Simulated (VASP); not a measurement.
# B (Im-3m) in VASP: single point with PBE

Aim: the single point of B with PBE.

Everything below comes from runs of VASP 6.6.1. Logs are shortened: lines on timing, memory, paths and dates and some standing lists are left out, and cuts for length are marked.

### 1 The cell of the first run

Symmetry: Im-3m, No. 229, cubic system. The conventional cell has a = 2.312 Å, b = 2.312 Å, c = 2.312 Å, α = 90.00°, β = 90.00°, γ = 90.00°. B (site symmetry m-3m) has 14 B at 2.00 to 2.31 Å within 2.7 Å.

### 2 Single point, PBE

The input, INCAR:

```
SYSTEM = B
PREC = Accurate
ENCUT = 520
EDIFF = 1E-6
ISMEAR = -1
SIGMA = 0.13605693000000002
LREAL = .False.
LASPH = .True.
NELM = 100
ALGO = Normal
ISIF = 2
LWAVE = .False.
LCHARG = .False.
GGA = PE
NBANDS = 8
```

The input, KPOINTS:

```
Automatic mesh
0
Gamma
  18 18 18
  0 0 0
```

The input, POSCAR:

```
B
1.0
   -1.1559240620      1.1559240620      1.1559240620
    1.1559240620     -1.1559240620      1.1559240620
    1.1559240620      1.1559240620     -1.1559240620
B
1
Direct
    0.0000000000      0.0000000000      0.0000000000
```

Potentials or basis: VASP PAW PBE potentials, release 64 (B).

Launch:

```console
> cat potpaw_PBE.64/B/POTCAR > POTCAR
> mpirun -np 1 vasp_std > vasp.out
```

OUTCAR:

```text
SYSTEM = B
   PREC = Accurate
   ENCUT = 520
   EDIFF = 1E-6
   ISMEAR = -1
   LREAL = .False.
   LASPH = .True.
   NELM = 100
   ISIF = 2
   GGA = PE

 ion  position               nearest neighbor table
   1  0.000  0.000  0.000-

  LATTYP: Found a body centered cubic cell.
 ALAT       =     2.3118481240

  Lattice vectors:

 A1 = (  -1.1559240620,   1.1559240620,   1.1559240620)
 A2 = (   1.1559240620,  -1.1559240620,   1.1559240620)
 A3 = (   1.1559240620,   1.1559240620,  -1.1559240620)

Analysis of symmetry for initial positions (statically):
=====================================================================
 Subroutine PRICEL returns:
 Original cell was already a primitive cell.

 Routine SETGRP: Setting up the symmetry group for a
 body centered cubic supercell.

 Subroutine GETGRP returns: Found 48 space group operations
 (whereof 48 operations were pure point group operations)
 out of a pool of 48 trial point group operations.

The static configuration has the point symmetry O_h .

Analysis of symmetry for dynamics (positions and initial velocities):
=====================================================================
 Subroutine PRICEL returns:
 Original cell was already a primitive cell.

 Routine SETGRP: Setting up the symmetry group for a
 body centered cubic supercell.

 Subroutine GETGRP returns: Found 48 space group operations
 (whereof 48 operations were pure point group operations)
 out of a pool of 48 trial point group operations.

The dynamic configuration has the point symmetry O_h .

 Subroutine INISYM returns: Found 48 space group operations
 (whereof 48 operations are pure point group operations),
 and found     1 'primitive' translations

----------------------------------------------------------------------------------------

                                     Primitive cell

  volume of cell :       6.1780

  direct lattice vectors                    reciprocal lattice vectors
    -1.155924062  1.155924062  1.155924062     0.000000000  0.432554366  0.432554366
     1.155924062 -1.155924062  1.155924062     0.432554366  0.000000000  0.432554366
     1.155924062  1.155924062 -1.155924062     0.432554366  0.432554366  0.000000000

  length of vectors
     2.002119205  2.002119205  2.002119205     0.611724251  0.611724251  0.611724251

  position of ions in fractional coordinates (direct lattice)
     0.000000000  0.000000000  0.000000000

  ion indices of the primitive-cell ions
   primitive index   ion index
                 1           1

----------------------------------------------------------------------------------------

 KPOINTS: Automatic mesh

Automatic generation of k-mesh.
 Grid dimensions read from file:
 generate k-points for:   18   18   18

 Generating k-lattice:

  Cartesian coordinates                     Fractional coordinates (reciprocal lattice)
     0.000000000  0.024030798  0.024030798     0.055555556  0.000000000  0.000000000
     0.024030798  0.000000000  0.024030798     0.000000000  0.055555556  0.000000000
     0.024030798  0.024030798  0.000000000     0.000000000  0.000000000  0.055555556

  Length of vectors
     0.033984681  0.033984681  0.033984681

  Shift w.r.t. Gamma in fractional coordinates (k-lattice)
     0.000000000  0.000000000  0.000000000

 Subroutine IBZKPT returns following result:
 ===========================================

 Found    195 irreducible k-points:

 Following reciprocal coordinates:
            Coordinates               Weight
  0.000000  0.000000  0.000000      1.000000
  0.055556  0.000000  0.000000     12.000000
  0.111111  0.000000  0.000000     12.000000
  0.166667  0.000000  0.000000     12.000000
  0.222222  0.000000  0.000000     12.000000
  0.277778  0.000000  0.000000     12.000000
[... 16 lines left out ...]
  0.333333  0.111111  0.000000     48.000000
  0.388889  0.111111  0.000000     48.000000
 [... further k-points ...]
   k-points           NKPTS =    195   k-points in BZ     NKDIM =    195   number of bands    NBANDS=      8
   number of dos      NEDOS =    301   number of ions     NIONS =      1
   total plane-waves  NPLWV =   4096
   dimension x,y,z NGX =    16 NGY =   16 NGZ =   16
   dimension x,y,z NGXF=    32 NGYF=   32 NGZF=   32
   ions per type =               1
   NGX,Y,Z   is equivalent  to a cutoff of  13.29, 13.29, 13.29 a.u.
   NGXF,Y,Z  is equivalent  to a cutoff of  26.57, 26.57, 26.57 a.u.
 SYSTEM =  B
   PREC   = accura    normal or accurate (medium, high low for compatibility)
   ISTART =      0    job   : 0-new  1-cont  2-samecut
   ICHARG =      2    charge: 1-file 2-atom 10-const
   ISPIN  =      1    spin polarized calculation?
   LNONCOLLINEAR =      F non collinear calculations
   LSORBIT =      F    spin-orbit coupling
   LASPH  =      T    aspherical Exc in radial PAW
   ENCUT  =  520.0 eV  38.22 Ry    6.18 a.u.   3.72  3.72  3.72*2*pi/ulx,y,z
   NELM   =    100;   NELMIN=  2; NELMDL= -5     # of ELM steps
   EDIFF  = 0.1E-05   stopping-criterion for ELM
   LREAL  =      F    real-space projection
[... 7 lines left out ...]
   TEBEG  =    0.0;   TEEND  =   0.0 temperature during run
   PSTRESS=    0.0 pullay stress
   NELECT =       3.0000    total number of electrons
   NUPDOWN=      -1.0000    fix difference up-down
   EMIN   =  10.00;   EMAX   =-10.00  energy-range for DOS
   EFERMI =   0.00;   METHOD = LEGACY
   ISMEAR =    -1;   SIGMA  =   0.14  broadening in eV -4-tet -1-fermi 0-gaus
   EFERMI_NEDOS =   21; number of points for ismear=-14 and -15
   IALGO  =     38    algorithm
   IMIX   =      4    mixing-type and parameters
     AMIX     =   0.40;   BMIX     =  1.00
     AMIX_MAG =   1.60;   BMIX_MAG =  1.00
  volume/ion in A,a.u.               =       6.18        41.69
  Fermi-wavevector in a.u.,A,eV,Ry     =   1.286765  2.431633 22.528043  1.655764
  Thomas-Fermi vector in A             =   2.418820
   LORBIT       =      0    0 simple, 1 ext, 2 COOP (PROOUT), +10 PAW based schemes
   GGA     = PE    functional components
[... 5 lines left out ...]
 non-spin polarized calculation
  energy-cutoff  :      520.00
  volume of cell :        6.18
 maximum number of plane-waves:       177
   NGX =  7   NGY =  7   NGZ =  7

 number of electron       3.0000000 magnetization

 Free energy of the ion-electron system (eV)
  ---------------------------------------------------
  ext. energy  EPLUGINS =         0.00000000
  ---------------------------------------------------
  free energy    TOTEN  =        -4.99869755 eV

  energy without entropy =       -4.98437241  energy(sigma->0) =       -4.99153498

 E-fermi :   9.9211     XC(G=0): -12.8333

 val. band max:        9.8479138214   @ k =  -0.2778   0.5000   0.0556
 cond. band min:       9.9303492246   @ k =  -0.4444   0.5000   0.3889
 fundamental gap:      0.0824354031
 Fermi energy:         9.9210924388

 k-point     1 :       0.0000    0.0000    0.0000
  band No.  band energies     occupation
      1      -8.6469      2.00000
      2      25.3798      0.00000
      3      25.3798      0.00000
      4      25.3798      0.00000
      5      43.6116      0.00000
      6      43.6116      0.00000
      7      43.6116      0.00000
      8      47.4354      0.00000

 k-point     2 :       0.0556    0.0000    0.0000
  band No.  band energies     occupation
      1      -8.5076      2.00000
      2      24.9244      0.00000
      3      25.0373      0.00000
      4      25.2955      0.00000
      5      42.2547      0.00000
      6      42.3453      0.00000
      7      44.2820      0.00000
      8      45.8413      0.00000

 k-point     3 :       0.1111    0.0000    0.0000
  band No.  band energies     occupation
      1      -8.0896      2.00000
      2      23.5413      0.00000
      3      24.1495      0.00000
      4      25.0495      0.00000
      5      39.4995      0.00000
      6      40.1788      0.00000
      7      45.0224      0.00000
      8      46.1524      0.00000

 k-point     4 :       0.1667    0.0000    0.0000
  band No.  band energies     occupation
      1      -7.3937      2.00000
      2      21.2879      0.00000
      3      22.9931      0.00000
      4      24.6653      0.00000
      5      37.4319      0.00000
      6      38.0919      0.00000
      7      44.4239      0.00000
      8      47.6427      0.00000

 k-point     5 :       0.2222    0.0000    0.0000
  band No.  band energies     occupation
      1      -6.4220      2.00000
      2      18.4205      0.00000
      3      21.7981      0.00000
      4      24.1884      0.00000
      5      36.2192      0.00000
      6      36.2679      0.00000
      7      44.4179      0.00000
      8      49.4310      0.00000

 k-point     6 :       0.2778    0.0000    0.0000
  band No.  band energies     occupation
      1      -5.1799      2.00000
      2      15.2770      0.00000
      3      20.7083      0.00000
      4      23.6816      0.00000
      5      34.7551      0.00000
      6      35.6272      0.00000
      7      44.9495      0.00000
      8      51.4359      0.00000

 k-point     7 :       0.3333    0.0000    0.0000
  band No.  band energies     occupation
      1      -3.6815      2.00000
      2      12.1247      0.00000
      3      19.8057      0.00000
      4      23.2106      0.00000
      5      33.5702      0.00000
      6      35.4190      0.00000
      7      45.9218      0.00000
      8      52.7601      0.00000
[... 133 lines left out ...]
 k-point    20 :       0.1667    0.1111    0.0000
  band No.  band energies     occupation
      1      -6.0046      2.00000
      2      18.5987      0.00000
      3      20.1008      0.00000
      4      23.1545      0.00000
      5      36.2408      0.00000
      6      36.9277      0.00000
      7      44.5582      0.00000
      8      50.2914      0.00000

 k-point    21 :       0.2222    0.1111    0.0000
  band No.  band energies     occupation
      1      -4.7617      2.00000
      2      15.5486      0.00000
      3      18.9778      0.00000
      4      22.4615      0.00000
      5      35.9363      0.00000
      6      36.2525      0.00000
      7      45.1054      0.00000
      8      52.3849      0.00000

 k-point    22 :       0.2778    0.1111    0.0000
  band No.  band energies     occupation
      1      -3.2604      2.00000
      2      12.4226      0.00000
      3      18.0882      0.00000
      4      21.8453      0.00000
      5      35.4668      0.00000
      6      36.1615      0.00000
      7      45.9224      0.00000
      8      52.5497      0.00000

 k-point    23 :       0.3333    0.1111    0.0000
  band No.  band energies     occupation
      1      -1.5385      2.00000
      2       9.4560      1.93653
      3      17.4385      0.00000
      4      21.3636      0.00000
      5      34.9877      0.00000
      6      36.3772      0.00000
      7      46.9514      0.00000
      8      51.2803      0.00000

 k-point    24 :       0.3889    0.1111    0.0000
  band No.  band energies     occupation
      1       0.2569      2.00000
      2       6.8868      2.00000
      3      17.0428      0.00000
      4      21.0586      0.00000
      5      34.6777      0.00000
      6      36.6041      0.00000
      7      48.0555      0.00000
      8      50.1298      0.00000

 [... further k-points ...]
[... 5 lines left out ...]
  --------------------------------------------------------------------------------------
  -------------------------------------------------------------------------------------
  Total       -0.0405564     -0.0405564     -0.0405564      0.0000000      0.0000000     -0.0000000
  in kB      -10.5177292    -10.5177292    -10.5177292      0.0000000      0.0000000     -0.0000000
  external PRESSURE =     -10.5177292 kB  Pullay stress =       0.0000000 kB

 VOLUME and BASIS-vectors are now :
 -----------------------------------------------------------------------------
  energy-cutoff  :      520.00
  volume of cell :        6.18
      direct lattice vectors                 reciprocal lattice vectors
    -1.155924062  1.155924062  1.155924062     0.000000000  0.432554366  0.432554366
     1.155924062 -1.155924062  1.155924062     0.432554366  0.000000000  0.432554366
     1.155924062  1.155924062 -1.155924062     0.432554366  0.432554366  0.000000000

 POSITION                                       TOTAL-FORCE (eV/Angst)
 -----------------------------------------------------------------------------------
      0.00000      0.00000      0.00000         0.000000      0.000000      0.000000
 -----------------------------------------------------------------------------------
    total drift:                               -0.000000      0.000000      0.000000

  FREE ENERGIE OF THE ION-ELECTRON SYSTEM (eV)
  ---------------------------------------------------
  free  energy   TOTEN  =        -4.9986975516 eV

  energy  without entropy=       -4.9843724135  energy(sigma->0) =       -4.99153498
```

It took 4.6 s on 1 thread of AMD EPYC 7R13 (Zen 3), shared host; peak memory 0.08 GiB.

Results:

```yaml
Free_energy: -4.9987 eV
Pressure: -1.1 GPa
```
